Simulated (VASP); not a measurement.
Sb2S:

```
Sb S
1.0
     3.52590    0.00000    0.00000
     0.00000    3.52590    0.00000
     0.00000    0.00000    7.70868
Sb S
2 1
Cartesian
  1.7630 1.7630 2.3140
  1.7630 1.7630 5.3947
  1.7630 1.7630 0.0000
```

The cell was generated, and may not be a known phase.

* Program: VASP 6.6.1
* Task: relaxation of cell and atoms
* Functional: PBE
* Potentials or basis: VASP PAW PBE potentials, release 64 (Sb, S)
* Cutoff: 600 eV
* k mesh: 6 × 6 × 2
* Occupations: gaussian, width 0.1 eV
* Spin: no spin polarisation

At the start: pressure 2.6 GPa; volume 31.94 Å³/atom.

Q: How do energy, volume and symmetry change on relaxing?

A: Over 11 steps the energy falls by 322.7 meV/atom and the volume is 27.05 Å³/atom (-15.3 %); space group P4/mmm (No. 123, to 0.1 Å) before and after.

The path:
```csv
step,energy change (eV),largest force (eV/Å),pressure (GPa),volume (Å³)
1,0.0000,1.1110,2.59,95.83
2,-0.3616,0.2937,-7.49,102.08
3,-0.4039,0.1054,-5.14,99.90
4,-0.4137,0.1183,-5.85,100.47
5,-0.8671,0.1728,-3.69,86.95
6,-0.8677,0.1798,-3.58,86.68
7,-0.9061,0.6054,3.11,78.21
8,-0.9604,0.2550,-0.12,81.72
9,-0.9649,0.1666,0.05,81.27
10,-0.9672,0.0492,0.28,80.68
11,-0.9680,0.0015,-0.07,81.16
```

Final structure:
```
Sb S
1.0
     3.10797    0.00000    0.00000
     0.00000    3.10797    0.00000
     0.00000    0.00000    8.40158
Sb S
2 1
Cartesian
  1.5540 1.5540 2.6078
  1.5540 1.5540 5.7938
  1.5540 1.5540 0.0000
```

Caveat: the k points lie up to 0.37 Å⁻¹ apart in the final cell, too coarse for converged energies and pressures of a metal; the volume moved by over 15 % at a fixed basis, so the end points are rough.
